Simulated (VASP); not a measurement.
A run of VASP 6.6.1 is set up as follows.

File INCAR:

```
SYSTEM = W
ALGO = Normal
EDIFF = 1E-6
ENCUT = 520
GGA = RE
ISIF = 2
ISMEAR = -1
LASPH = .True.
LCHARG = .True.
LELF = .True.
LREAL = .False.
LVHAR = .True.
LWAVE = .False.
NBANDS = 36
NELM = 100
PREC = Accurate
SIGMA = 0.1
```

Contents of KPOINTS:

```
k-points
0
Gamma
  15 15 4
  0 0 0
```

Contents of POSCAR:

```
W
1.0
    2.9013181167      0.0000000000      0.0000000000
   -1.4506590584      2.5126151935      0.0000000000
    0.0000000000      0.0000000000     10.2331534927
W
4
Direct
    0.0000000000      1.0000000000      0.0000000000
    1.0000000000      1.0000000000      0.5000000000
    0.3333333333      0.6666666667      0.2500000000
    0.6666666667      0.3333333333      0.7500000000
```

Potentials or basis: VASP PAW PBE potentials, release 64 (W_sv).

Run with:

```console
$ cat potpaw_PBE.64/W_sv/POTCAR > POTCAR
$ mpirun -np 1 vasp_std > vasp.out
```

Problem. Estimate the pressure.

Solution. -24.5 GPa.

Problem. What does it give for the band gap on the k mesh?

Solution. Zero (bands 28 and 29 overlap by 1.45 eV).

Stress tensor (GPa, compression positive):
```
-25.77   0.00   0.00
  0.00 -25.77   0.00
  0.00   0.00 -21.83
```

Caveat: the cell stands under tension; the PAW data sets were made with another functional, which shifts forces and pressure a little; spin-orbit coupling is left out, which moves the levels of the heavy elements.
